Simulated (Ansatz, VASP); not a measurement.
**F in VASP and in Ansatz**

```
F
1.0
     3.01112   -1.73059   -0.23224
     3.01112    1.73059   -0.23224
    -2.26413    0.00000    6.93055
F
4
Direct
  0.08485 0.08485 0.09400
  0.91515 0.91515 0.90600
  0.50157 0.50157 0.59372
  0.49843 0.49843 0.40628
```

Alike in both runs: task single point; functional PBEsol; k mesh 4 × 4 × 2; occupations gaussian, width 0.05 eV; no spin polarisation.

|  | VASP | Ansatz |
| --- | --- | --- |
| version | VASP 6.6.1 | Ansatz 0.2.0 |
| potentials or method | VASP PAW PBE potentials, release 64 (F), cutoff 520 eV | scalar-relativistic, plane waves, PAW |
| valence electrons in the cell | 28 | 28 |

```csv
,VASP,Ansatz,Ansatz less VASP
gap on the k mesh at the Fermi level (eV),3.46,3.55,+0.091
least direct gap on the mesh (eV),3.57,3.66,+0.091
pressure (GPa),4.3,3.7,-0.56
"traceless stress, the component that is largest in VASP (GPa)",7.45,5.68,-1.775
rms of the force components (eV/Å),1.285,0.978,-0.3071
```

VASP's potentials were made for PBE, not for PBEsol. Atom by atom the forces differ by 0.307 eV/Å (rms over components). With one functional, cell and mesh, what is left measures potentials, basis and numerics.

The k mesh is coarse, so the values compare programs but aren't converged.
